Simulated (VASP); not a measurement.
A run of VASP 6.6.1:

INCAR

```
SYSTEM = MgO
PREC = Accurate ; ENCUT = 600
EDIFF = 1E-6 ; ISMEAR = 0
SIGMA = 0.01 ; LREAL = .False.
LASPH = .True. ; NELM = 120
ALGO = Normal ; ISIF = 2
LWAVE = .False. ; LCHARG = .True.
GGA = B5 ; ALDAX = 1.0
AGGAX = 1.0 ; AGGAC = 1.0
ALDAC = 0.0 ; LELF = .True.
LVHAR = .True. ; NBANDS = 16
GGA_COMPAT = .False.
```

Contents of KPOINTS:

```
regular mesh
0
Gamma
  6 6 4
  0 0 0
```

The input POSCAR:

```
MgO
1.0
    3.4863800000      0.0000000000      0.0000000000
   -1.7431900000      3.0192936472      0.0000000000
    0.0000000000      0.0000000000      4.1780400000
Mg O
2 2
Direct
    0.6666666667      0.3333333333      0.7500000000
    0.3333333333      0.6666666667      0.2500000000
    0.6666666667      0.3333333333      0.2500000000
    0.3333333333      0.6666666667      0.7500000000
```

Potentials or basis: VASP PAW PBE potentials, release 64 (Mg, O).

The run is started by

```sh
$ cat potpaw_PBE.64/Mg/POTCAR potpaw_PBE.64/O/POTCAR > POTCAR
$ mpirun -np 1 vasp_std > vasp.out
```

Hardware: 1 thread of AMD EPYC 7R13 Processor (Zen 3), with other jobs on the host.

Q: How long does it take, and how much memory?

A: Wall time 25 s on 1 thread of AMD EPYC 7R13 Processor (Zen 3), on a shared host, peak memory 0.14 GiB. Counts: scf iterations 12, k points 21.
